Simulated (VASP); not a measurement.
# La2O3 (P-3m1) in VASP: a series of runs, part 3 of 3

VASP 6.6.1. The steps go on from the part before.

## 6. Relaxation of cell and atoms, PBEsol

This run uses another cell than the first one, of 16.36 Å³/atom.

File INCAR:

```
PREC = Accurate
ENCUT = 600
EDIFF = 1E-7
ISMEAR = 0
SIGMA = 0.01
LREAL = False
LASPH = True
NELM = 100
ALGO = Normal
ISIF = 3
LWAVE = False
LCHARG = False
GGA = PS
IBRION = 2
NSW = 80
EDIFFG = -0.01
```

File KPOINTS:

```
regular mesh
0
Gamma
  6 6 4
```

File POSCAR:

```
La2O3
1.0
    3.9307778800      0.0000000000      0.0000000000
   -1.9653889400      3.4041535000      0.0000000000
    0.0000000000      0.0000000000      6.1119535200
La O
2 3
Direct
    0.6666666698      0.3333333294      0.7537643202
    0.3333333302      0.6666666706      0.2462356798
    0.6666666698      0.3333333294      0.3541093503
    0.3333333302      0.6666666706      0.6458906497
    0.0000000000      0.0000000000      0.0000000000
```

Potentials or basis: VASP PAW PBE potentials, release 64 (La, O).

Run with:

```sh
> cat potpaw_PBE.64/La/POTCAR potpaw_PBE.64/O/POTCAR > POTCAR
> mpirun -np 1 vasp_std > vasp.out
```

OUTCAR:

```text
PREC = Accurate
   ENCUT = 600
   EDIFF = 1E-7
   ISMEAR = 0
   LREAL = False
   LASPH = True
   NELM = 100
   ISIF = 3
   GGA = PS
   IBRION = 2
   NSW = 80
   EDIFFG = -0.01

 ion  position               nearest neighbor table
   1  0.667  0.333  0.754-   4 2.36   4 2.36   4 2.36   3 2.44   5 2.72   5 2.72   5 2.72
   2  0.333  0.667  0.246-   3 2.36   3 2.36   3 2.36   4 2.44   5 2.72   5 2.72   5 2.72
   3  0.667  0.333  0.354-   2 2.36   2 2.36   2 2.36   1 2.44
   4  0.333  0.667  0.646-   1 2.36   1 2.36   1 2.36   2 2.44
   5  0.000  0.000  0.000-   1 2.72   2 2.72   1 2.72   2 2.72   1 2.72   2 2.72

  LATTYP: Found a hexagonal cell.
 ALAT       =     3.9307778800
 C/A-ratio  =     1.5548966913

  Lattice vectors:

 A1 = (   3.9307778800,   0.0000000000,   0.0000000000)
 A2 = (  -1.9653889400,   3.4041535000,   0.0000000000)
 A3 = (   0.0000000000,   0.0000000000,   6.1119535200)

Analysis of symmetry for initial positions (statically):
=====================================================================
 Subroutine PRICEL returns:
 Original cell was already a primitive cell.

 Routine SETGRP: Setting up the symmetry group for a
 hexagonal supercell.

 Subroutine GETGRP returns: Found 12 space group operations
 (whereof 12 operations were pure point group operations)
 out of a pool of 24 trial point group operations.

The static configuration has the point symmetry D_3d.

Analysis of symmetry for dynamics (positions and initial velocities):
=====================================================================
 Subroutine PRICEL returns:
 Original cell was already a primitive cell.

 Routine SETGRP: Setting up the symmetry group for a
 hexagonal supercell.

 Subroutine GETGRP returns: Found 12 space group operations
 (whereof 12 operations were pure point group operations)
[... 126 lines left out ...]
     AMIX     =   0.40;   BMIX     =  1.00
     AMIX_MAG =   1.60;   BMIX_MAG =  1.00
  volume/ion in A,a.u.               =      16.36       110.38
  Fermi-wavevector in a.u.,A,eV,Ry     =   1.289849  2.437462 22.636161  1.663711
  Thomas-Fermi vector in A             =   2.421717
   LORBIT       =      0    0 simple, 1 ext, 2 COOP (PROOUT), +10 PAW based schemes
   GGA     = PS    functional components
   LHFCALC =     F    Hartree Fock is set to
   AEXX    =    0.0000 exact exchange contribution
   IVDW    =     0    specifies the selected vdW correction
   LEPSILON=     F    determine dielectric tensor
   LRPA    =     F    only Hartree local field effects (RPA)
 conjugate gradient relaxation of ions
 non-spin polarized calculation
 Gauss-broadening in eV      SIGMA  =   0.01
  energy-cutoff  :      600.00
  volume of cell :       81.78
 maximum number of plane-waves:      2743
   NGX = 15   NGY = 15   NGZ = 25

--------------------------------------- Ionic step        1  -------------------------------------------

 number of electron      40.0000000 magnetization

 Free energy of the ion-electron system (eV)
  ---------------------------------------------------
  ext. energy  EPLUGINS =         0.00000000
  ---------------------------------------------------
  free energy    TOTEN  =       -43.69713047 eV

  energy without entropy =      -43.69713047  energy(sigma->0) =      -43.69713047

------------------------ aborting loop because EDIFF is reached ----------------------------------------

  FORCE on cell =-STRESS in cart. coord.  units (eV):
  Direction    XX          YY          ZZ          XY          YZ          ZX
  --------------------------------------------------------------------------------------
  -------------------------------------------------------------------------------------
  Total       -1.7491677     -1.7491677     -1.5503172      0.0000000      0.0000000      0.0000000
  in kB      -34.2668622    -34.2668622    -30.3713055      0.0000000      0.0000000      0.0000000
  external PRESSURE =     -32.9683433 kB  Pullay stress =       0.0000000 kB
[... 98 lines left out ...]
  FREE ENERGIE OF THE ION-ELECTRON SYSTEM (eV)
  ---------------------------------------------------
  free  energy   TOTEN  =       -43.7173911044 eV

  energy  without entropy=      -43.7173911044  energy(sigma->0) =      -43.71739110

[... ionic steps 4 to 8 ...]

--------------------------------------- Ionic step        9  -------------------------------------------

 number of electron      40.0000002 magnetization

------------------------ aborting loop because EDIFF is reached ----------------------------------------
[... 73 lines left out ...]
--------------------------------------- Ionic step       11  -------------------------------------------

 number of electron      40.0000002 magnetization

 Free energy of the ion-electron system (eV)
  ---------------------------------------------------
  ext. energy  EPLUGINS =         0.00000000
  ---------------------------------------------------
  free energy    TOTEN  =       -43.71894756 eV

  energy without entropy =      -43.71894756  energy(sigma->0) =      -43.71894756

 E-fermi :   6.2136     XC(G=0): -10.8569

 val. band max:        6.0946318657   @ k =   0.5000   0.0000   0.5000
 cond. band min:       9.8797702697   @ k =   0.3333   0.3333   0.0000
 fundamental gap:      3.7851384040
 Fermi energy:         6.2136098593

 k-point     1 :       0.0000    0.0000    0.0000
  band No.  band energies     occupation
      1     -23.5962      2.00000
      2     -23.3090      2.00000
      3     -10.9028      2.00000
      4      -9.5661      2.00000
      5      -9.1238      2.00000
      6      -7.0631      2.00000
[... 669 lines left out ...]
  FREE ENERGIE OF THE ION-ELECTRON SYSTEM (eV)
  ---------------------------------------------------
  free  energy   TOTEN  =       -43.7189475592 eV

  energy  without entropy=      -43.7189475592  energy(sigma->0) =      -43.71894756

 reached required accuracy - stopping structural energy minimisation
```

It took 8.1 min on 1 thread of AMD EPYC 7R43 (Zen 3), shared host; peak memory 0.22 GiB.

Results:

- Free energy: -43.7189 eV
- Relaxed volume: 15.92 Å³/atom
- Relaxed cell: a = 3.904 Å, b = 3.904 Å, c = 6.033 Å, α = 90.00°, β = 90.00°, γ = 120.00°
- Space group after relaxing (to 0.1 Å): P-3m1 (No. 164)
- Energy gained by relaxing: 4.4 meV/atom
- Ionic steps: 11
- Pressure after relaxing: 0.0 GPa
- Largest force after relaxing: 0.009 eV/Å
- Band gap on the k mesh: 3.79 eV (least direct gap 3.87 eV)

Forces on the atoms (eV/Å):
```
La   0.000  0.000  0.007
La   0.000  0.000 -0.007
O    0.000  0.000 -0.009
O    0.000  0.000  0.009
O    0.000  0.000  0.000
```

Step by step:
```csv
step,energy change (eV),largest force (eV/Å),pressure (GPa),volume (Å³)
1,0.0000,0.1029,-3.30,81.78
2,0.0050,0.3953,3.89,77.86
3,-0.0203,0.1244,-0.08,79.90
4,-0.0203,0.1291,-0.01,79.86
5,-0.0214,0.0238,0.04,79.70
6,-0.0215,0.0155,0.06,79.65
7,-0.0217,0.0174,-0.07,79.70
8,-0.0217,0.0189,-0.14,79.72
9,-0.0218,0.0210,0.05,79.61
10,-0.0218,0.0151,0.01,79.63
11,-0.0218,0.0087,0.01,79.62
```

Final structure:
```
La O
1.0
     3.90354    0.00000    0.00000
    -1.95177    3.38056    0.00000
     0.00000    0.00000    6.03347
La O
2 3
Cartesian
  1.9518 1.1269 4.5530
  0.0000 2.2537 1.4805
  1.9518 1.1269 2.1366
  0.0000 2.2537 3.8969
  1.9518 3.3806 0.0000
```

Levels at points of the mesh, in eV from the valence-band top:
| k point | band 17 | band 18 | band 19 | band 20 | band 21 | band 22 | band 23 | band 24 |
| --- | --- | --- | --- | --- | --- | --- | --- | --- |
| (0.00, 0.00, 0.00) | -1.76 | -0.44 | -0.44 | -0.16 | 4.32 | 4.58 | 4.58 | 5.26 |
| (0.50, 0.00, 0.00) | -0.76 | -0.67 | -0.42 | -0.32 | 3.82 | 4.80 | 5.33 | 5.36 |
| (0.00, 0.00, 0.50) | -1.07 | -0.87 | -0.32 | -0.32 | 4.78 | 4.78 | 4.78 | 5.10 |
| (0.50, 0.00, 0.50) | -0.97 | -0.77 | -0.37 | 0.00 | 4.46 | 4.67 | 5.22 | 5.39 |

Caveat: the PAW data sets were made with another functional, which shifts forces and pressure a little; spin-orbit coupling is left out, which moves the levels of the heavy elements. A k mesh can miss the band edges.

## 7. Relaxation of cell and atoms, r2SCAN+rVV10

This run uses another cell than the first one, of 16.36 Å³/atom.

POSCAR is that of step 6.

File INCAR.step1:

```
  PREC = Accurate
  ENCUT = 600
  ISMEAR = 0
  SIGMA = 0.01
  LREAL = F
  LASPH = T
  NELM = 100
  GGA = PE
  ALGO = Normal
  EDIFF = 1E-4
  LWAVE = T
  LCHARG = F
```

File INCAR.step2:

```
  PREC = Accurate
  ENCUT = 600
  EDIFF = 1E-6
  ISMEAR = 0
  SIGMA = 0.01
  LREAL = F
  LASPH = T
  NELM = 100
  ALGO = Normal
  ISIF = 3
  LWAVE = F
  LCHARG = F
  METAGGA = R2SCAN
  LMIXTAU = T
  LUSE_VDW = T
  IVDW_NL = 2
  BPARAM = 11.95
  CPARAM = 0.0093
  IBRION = 2
  NSW = 80
  EDIFFG = -0.01
  ISTART = 1
```

File KPOINTS:

```
Automatic mesh
0
Gamma
  6 6 4
```

Run with:

```sh
> cat potpaw_PBE.64/La/POTCAR potpaw_PBE.64/O/POTCAR > POTCAR
> cp INCAR.step1 INCAR
> mpirun -np 1 vasp_std > vasp.out
> cp INCAR.step2 INCAR
> mpirun -np 1 vasp_std > vasp.out
```

Run time: 39 min. Hardware: 1 thread of AMD EPYC 7R43 (Zen 3), shared host; peak memory 0.43 GiB.

The run converged. Its results:

```
Free energy                           : -95.1656 eV
Relaxed volume                        : 16.20 Å³/atom
Relaxed cell                          : a = 3.926 Å, b = 3.926 Å, c = 6.069 Å, α = 90.00°, β = 90.00°, γ = 120.00°
Space group after relaxing (to 0.1 Å) : P-3m1 (No. 164)
Energy gained by relaxing             : 0.5 meV/atom
Ionic steps                           : 8
Pressure after relaxing               : 0.0 GPa
Largest force after relaxing          : 0.010 eV/Å
Band gap on the k mesh                : 4.19 eV (least direct gap 4.31 eV)
```

Forces in eV/Å, atoms in the order of the input:
```
La   0.000  0.000  0.005
La   0.000  0.000 -0.005
O    0.000  0.000 -0.010
O    0.000  0.000  0.010
O    0.000  0.000  0.000
```

Step by step:
```tsv
step	energy change (eV)	largest force (eV/Å)	pressure (GPa)	volume (Å³)
1	0.0000	0.0332	-1.01	81.78
2	0.0000	0.1191	1.09	80.57
3	-0.0020	0.0756	0.02	81.17
4	-0.0024	0.0203	-0.03	81.11
5	-0.0023	0.0299	-0.02	81.08
6	-0.0023	0.0273	-0.01	81.09
7	-0.0025	0.0225	0.01	81.06
8	-0.0026	0.0097	0.04	81.00
```

Final structure:
```yaml
crystal:
  lattice:
    - [3.92562, 0.00000, 0.00000]
    - [-1.96281, 3.39968, 0.00000]
    - [0.00000, 0.00000, 6.06939]
  atoms:
    - { symbol: La, position: [0.66667, 0.33333, 0.75480] }
    - { symbol: La, position: [0.33333, 0.66667, 0.24520] }
    - { symbol: O, position: [0.66667, 0.33333, 0.35337] }
    - { symbol: O, position: [0.33333, 0.66667, 0.64663] }
    - { symbol: O, position: [0.00000, 0.00000, 0.00000] }
```

Levels at points of the mesh, in eV from the valence-band top:
| k point | band 17 | band 18 | band 19 | band 20 | band 21 | band 22 | band 23 | band 24 |
| --- | --- | --- | --- | --- | --- | --- | --- | --- |
| (0.00, 0.00, 0.00) | -1.69 | -0.41 | -0.41 | -0.14 | 4.76 | 5.09 | 5.09 | 5.80 |
| (0.50, 0.00, 0.00) | -0.76 | -0.68 | -0.43 | -0.31 | 4.27 | 5.27 | 5.80 | 5.88 |
| (0.00, 0.00, 0.50) | -1.02 | -0.81 | -0.30 | -0.30 | 5.24 | 5.26 | 5.26 | 5.58 |
| (0.50, 0.00, 0.50) | -0.97 | -0.73 | -0.38 | 0.00 | 4.94 | 5.08 | 5.76 | 5.87 |

Caveat: the PAW data sets were made with another functional, which shifts forces and pressure a little; spin-orbit coupling is left out, which moves the levels of the heavy elements.

## 8. Overview

```csv
task,level,cell,cutoff (eV),gap on the mesh (eV),pressure (GPa),relaxed volume (Å³/atom),largest force (eV/Å)
single point,PBEsol,"a = 3.906, b = 3.906, c = 6.041 Å, angles 90.0, 90.0, 120.0°, 5 atoms, atomic positions A",520,3.78,-0.2,-,0.01
single point,PBE,"a = 3.940, b = 3.940, c = 6.188 Å, angles 90.0, 90.0, 120.0°, 5 atoms, atomic positions B",520,3.85,-0.3,-,0.01
single point,r2SCAN+rVV10,"a = 3.929, b = 3.929, c = 6.074 Å, angles 90.0, 90.0, 120.0°, 5 atoms, atomic positions A",520,4.19,-0.2,-,0.02
relaxation of cell and atoms,PBE,"relaxed from a = 3.931, b = 3.931, c = 6.112 Å, angles 90.0, 90.0, 120.0°, 5 atoms, atomic positions A",600,3.86,0.0,16.59,0.01
relaxation of cell and atoms,PBEsol,"relaxed from a = 3.931, b = 3.931, c = 6.112 Å, angles 90.0, 90.0, 120.0°, 5 atoms, atomic positions A",600,3.79,0.0,15.92,0.01
relaxation of cell and atoms,r2SCAN+rVV10,"relaxed from a = 3.931, b = 3.931, c = 6.112 Å, angles 90.0, 90.0, 120.0°, 5 atoms, atomic positions A",600,4.19,0.0,16.20,0.01
```

Alike in all rows: potentials or basis VASP PAW PBE potentials, release 64 (La, O); no spin polarisation; k mesh 6 × 6 × 4; smearing gaussian 0.01 eV.

Caveats: spin-orbit coupling is left out, which moves the levels of the heavy elements; the PAW data sets were made with another functional, which shifts forces and pressure a little (at least some runs).

Absolute energies hang on the potentials; compare differences alone.
